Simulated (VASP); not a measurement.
Crystal: C.

```xyz
8
Lattice="2.4706 0.0000 0.0000 -1.2353 2.1396 0.0000 0.0000 0.0000 8.0689" Properties=species:S:1:pos:R:3 pbc="T T T"
C     1.2353    0.7132    6.8082
C     0.0000    1.4264    2.7737
C     1.2353    0.7132    5.2952
C     0.0000    1.4264    1.2608
C     0.0000    0.0000    7.3125
C     0.0000    0.0000    3.2780
C     0.0000    0.0000    4.7909
C     0.0000    0.0000    0.7565
```

Base run:

| Quantity | Value |
| --- | --- |
| Program | VASP 6.6.1 |
| Functional | revPBE |
| Dispersion | D3(BJ) |
| Potentials or basis | VASP PAW PBE potentials, release 64 (C) |
| Cutoff | 520 eV |
| k mesh | 12 × 12 × 4 |
| Occupations | fermi-dirac, width 0.05 eV |
| Spin | no spin polarisation |

Its results: band gap on the k mesh 4.55 eV (least direct gap 5.31 eV); pressure 26.2 GPa; largest force 0.365 eV/Å.

Problem. The run is repeated on the same cell with these changes: functional from revPBE to PBE; dispersion from D3(BJ) to none. What comes out?

Solution. Band gap on the k mesh 4.56 eV (least direct gap 5.31 eV); pressure 33.8 GPa; largest force 0.370 eV/Å.

Several settings changed at once.

Caveats: the cell stands under pressure; the PAW data sets were made with another functional, which shifts forces and pressure a little (at least some runs).

A k mesh can miss the band edges.
